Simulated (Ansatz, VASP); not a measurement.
## Zr2Ta in VASP and in Ansatz

```
CELL_PARAMETERS angstrom
0.00000 3.99555 3.99555
3.99555 0.00000 3.99555
3.99555 3.99555 0.00000
ATOMIC_POSITIONS crystal
Zr 0.12500 0.12500 0.12500
Zr 0.62500 0.12500 0.12500
Zr 0.12500 0.12500 0.62500
Zr 0.12500 0.62500 0.12500
Ta 0.50000 0.50000 0.50000
Ta 0.75000 0.75000 0.75000
```

Alike in both runs: task relaxation of cell and atoms; functional PBE; k mesh 8 × 8 × 8; occupations gaussian, width 0.1 eV; no spin polarisation.

```csv
,VASP,Ansatz
version,VASP 6.6.1,Ansatz 0.2.0
potentials or method,"VASP PAW PBE potentials, release 64 (Zr_sv, Ta_pv), cutoff 600 eV","scalar-relativistic, plane waves, PAW"
valence electrons in the cell,70,74
```

```tsv
	VASP	Ansatz	Ansatz less VASP
gap on the k mesh at the Fermi level, each at its own relaxed structure (eV)	none	none	-
relaxed volume (Å³/atom)	21.26	21.26	0.000
relaxed length of the cell vector where the two differ most in proportion (Å)	5.651	5.651	0.0000
```

A gap of «none» marks a metal or a gap that the smearing closes. VASP's potentials hold 70 valence electrons a cell and Ansatz's 74, so a difference there can come from the potentials and not from the codes.

Spin-orbit coupling is off throughout. Noted on VASP's run: the relaxation stopped at its first step, so nothing moved.
